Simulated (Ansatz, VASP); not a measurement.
## One calculation of TiO2, two programs

The input INCAR:

```
SYSTEM = TiO2
  PREC = Accurate
  ENCUT = 520
  EDIFF = 1E-6
  ISMEAR = 0
  SIGMA = 0.05
  LREAL = .False.
  LASPH = .True.
  NELM = 150
  ALGO = Normal
  ISIF = 2
  LWAVE = .False.
  LCHARG = .True.
  LMAXMIX = 4
  LDAU = .True.
  LDAUTYPE = 2
  LDAUL = 2 -1
  LDAUU = 4 0
  LDAUJ = 0 0
  LDAUPRINT = 1
  GGA = PE
  LELF = .True.
  LVHAR = .True.
  NBANDS = 33
```

The input KPOINTS:

```
Automatic mesh
0
Gamma
  6 6 6
  0 0 0
```

POSCAR

```
TiO2
1.0
    2.6847502805     -2.6848248863     -0.0200337111
    2.6847502805      2.6848248863     -0.0200337111
   -2.6483287093      0.0000000000      4.8834674903
Ti O
2 4
Direct
    0.1250069486      0.8749930514      0.2500000000
    0.8749930514      0.1250069486      0.7500000000
    0.3240875128      0.0741107881      0.6481847475
    0.6759124872      0.9258892119      0.3518152525
    0.9258892119      0.6759124872      0.8518152525
    0.0741107881      0.3240875128      0.1481847475
```

Input for Ansatz:

```yaml
crystal:
  lattice:
    - [2.6847502805, -2.6848248863, -0.0200337111]
    - [2.6847502805, 2.6848248863, -0.0200337111]
    - [-2.6483287093, 0.0, 4.8834674903]
  atoms:
    - { symbol: Ti, position: [0.1250069486, 0.8749930514, 0.25] }
    - { symbol: Ti, position: [0.8749930514, 0.1250069486, 0.75] }
    - { symbol: O, position: [0.3240875128, 0.0741107881, 0.6481847475] }
    - { symbol: O, position: [0.6759124872, 0.9258892119, 0.3518152525] }
    - { symbol: O, position: [0.9258892119, 0.6759124872, 0.8518152525] }
    - { symbol: O, position: [0.0741107881, 0.3240875128, 0.1481847475] }
basis:
  ecutwfc: 520.0
kpoints:
  mp_grid: { grid: [6, 6, 6] }
hamiltonian:
  xc: pbe
  pseudopotentials: { kind: paw, azcp: { folder: soft_1 } }
  hubbard: { sites: [{ species: Ti, l: d, u_eff: 4.0 }] }
scf:
  occupations: { method: gaussian, width: 0.05 }
output:
  forces: true
  stress: true
  eigenvalues: true
```

Alike in both runs: task single point; functional PBE; k mesh 6 × 6 × 6; occupations gaussian, width 0.05 eV; no spin polarisation; Hubbard terms Ti d U = 4.0 eV.

|  | VASP | Ansatz |
| --- | --- | --- |
| version | VASP 6.6.1 | Ansatz 0.2.0 |
| potentials or method | VASP PAW PBE potentials, release 64 (Ti_sv, O), cutoff 520 eV | scalar-relativistic, plane waves, PAW |
| valence electrons in the cell | 48 | 48 |

```csv
,VASP,Ansatz,Ansatz less VASP
gap on the k mesh at the Fermi level (eV),2.83,2.83,-0.006
least direct gap on the mesh (eV),3.06,3.03,-0.026
pressure (GPa),11.7,7.2,-4.53
"traceless stress, the component that is largest in VASP (GPa)",7.71,7.57,-0.140
rms of the force components (eV/Å),0.647,0.552,-0.0955
```

The programs project onto different local orbitals, so the same U acts differently, and such runs can settle in different states. Atom by atom the forces differ by 0.095 eV/Å (rms over components).
